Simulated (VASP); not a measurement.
Wanted: the native input for a VASP 6.6.1 run.

```yaml
Task: single point
Functional: LDA
Potentials_or_basis: VASP PAW LDA potentials, release 64 (Ba_sv, Te)
Cutoff: 520 eV
k_mesh: 6 × 6 × 6
Occupations: gaussian, width 0.01 eV
Spin: no spin polarisation
Dipole_correction: no
Further_INCAR_settings: ALGO = Normal; EDIFF = 1e-07; NBANDS = 15
```

The structure of BaTe lies in POSCAR:

```
BaTe
1.0
    0.0000000000      3.9141586662      3.9141586662
    3.9141586662      0.0000000000      3.9141586662
    3.9141586662      3.9141586662      0.0000000000
Ba Te
1 1
Direct
    0.0000000000      0.0000000000      0.0000000000
    0.2500000000      0.2500000000      0.2500000000
```

These files were run (other wordings do the same):

INCAR

```
SYSTEM = BaTe
ALGO = Normal ; EDIFF = 1E-7
ENCUT = 520 ; ISIF = 2
ISMEAR = 0 ; LASPH = .TRUE.
LCHARG = .FALSE. ; LREAL = .FALSE.
LWAVE = .FALSE. ; NBANDS = 15
NELM = 60 ; PREC = Accurate
SIGMA = 0.01
```

KPOINTS

```
k-points
0
G
  6 6 6
  0 0 0
```

Potentials or basis: VASP PAW LDA potentials, release 64 (Ba_sv, Te).

Command:

```bash
$ cat potpaw_LDA.64/Ba_sv/POTCAR potpaw_LDA.64/Te/POTCAR > POTCAR
$ mpirun -np 1 vasp_std > vasp.out
```

Results of the run:

| Property | Result |
| --- | --- |
| Pressure | -1.3 GPa |
| Band gap on the k mesh | 2.31 eV, indirect (least direct gap 2.74 eV) |

Caveat: spin-orbit coupling is left out, which moves the levels of the heavy elements.

Wall time 31 s on 1 thread of AMD EPYC 7R13 Processor (Zen 3), with other jobs on the host, peak memory 0.18 GiB.
